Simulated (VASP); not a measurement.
Input of a VASP 6.6.1 run:

The input INCAR:

```
SYSTEM = HfN
PREC = Accurate
ENCUT = 600
EDIFF = 1E-7
ISMEAR = 0
SIGMA = 0.1
LREAL = .FALSE.
LASPH = .TRUE.
NELM = 80
ALGO = Normal
ISIF = 3
LWAVE = .FALSE.
LCHARG = .FALSE.
GGA = PS
IBRION = 2
NSW = 80
EDIFFG = -0.005
```

KPOINTS

```
regular mesh
0
G
  16 16 16
  0 0 0
```

File POSCAR:

```
HfN
1.0
    0.0000000000      2.2650000000      2.2650000000
    2.2650000000      0.0000000000      2.2650000000
    2.2650000000      2.2650000000      0.0000000000
Hf N
1 1
Direct
    0.0000000000      0.0000000000      0.0000000000
    0.5000000000      0.5000000000      0.5000000000
```

Potentials or basis: VASP PAW PBE potentials, release 64 (Hf_pv, N).

Command:

```console
$ cat potpaw_PBE.64/Hf_pv/POTCAR potpaw_PBE.64/N/POTCAR > POTCAR
$ mpirun -np 1 vasp_std > vasp.out
```

Q: Estimate the relaxed cell.

A: a = 3.174 Å, b = 3.174 Å, c = 3.174 Å, α = 60.00°, β = 60.00°, γ = 60.00°.

Q: What does it give for the relaxed volume?

A: 11.31 Å³/atom.

Q: Estimate the space group after relaxing (to 0.05 Å).

A: Fm-3m (No. 225).

Final structure:
```
CELL_PARAMETERS angstrom
0.00000 2.24471 2.24471
2.24471 0.00000 2.24471
2.24471 2.24471 0.00000
ATOMIC_POSITIONS crystal
Hf 0.00000 0.00000 0.00000
N 0.50000 0.50000 0.50000
```

Caveat: the PAW data sets were made with another functional, which shifts forces and pressure a little.
